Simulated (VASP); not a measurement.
AgCl, 2 atoms in the cell. Symmetry: I4/mmm, No. 139, tetragonal system. Conventional cell: a = 3.922 Å, b = 3.922 Å, c = 5.602 Å, α = 90.00°, β = 90.00°, γ = 90.00°. Ag (site symmetry 4/mmm) has 6 Cl at 2.77 to 2.80 Å within 3.7 Å. Cl (site symmetry 4/mmm) has 6 Ag at 2.77 to 2.80 Å within 3.7 Å.  This cell differs from its parent crystal: strain +0.0100 x Voigt [0, 1, 0, 0, 0, 0].

```yaml
Program: VASP 6.6.1
Task: single point
Functional: r2SCAN
Potentials_or_basis: VASP PAW PBE potentials, release 64 (Ag, Cl)
Cutoff: 520 eV
k_mesh: 8 × 8 × 8
Occupations: gaussian, width 0.05 eV
Spin: no spin polarisation
Dipole_correction: no
Further_INCAR_settings: ALGO = Normal; EDIFF = 1e-07; NBANDS = 16
```

Potentials or basis: VASP PAW PBE potentials, release 64 (Ag, Cl).

Command:

```bash
$ cat potpaw_PBE.64/Ag/POTCAR potpaw_PBE.64/Cl/POTCAR > POTCAR
$ cp INCAR.step1 INCAR
$ mpirun -np 1 vasp_std > vasp.out
$ cp INCAR.step2 INCAR
$ mpirun -np 1 vasp_std > vasp.out
```

Hardware: 1 thread of Intel Xeon 8259CL, on a shared host.

**Question.** How long does it take, and how much memory?

**Answer.** Wall time 5.7 min on 1 thread of Intel Xeon 8259CL, with other jobs on the host, peak memory 0.19 GiB. Counts: k points 59.
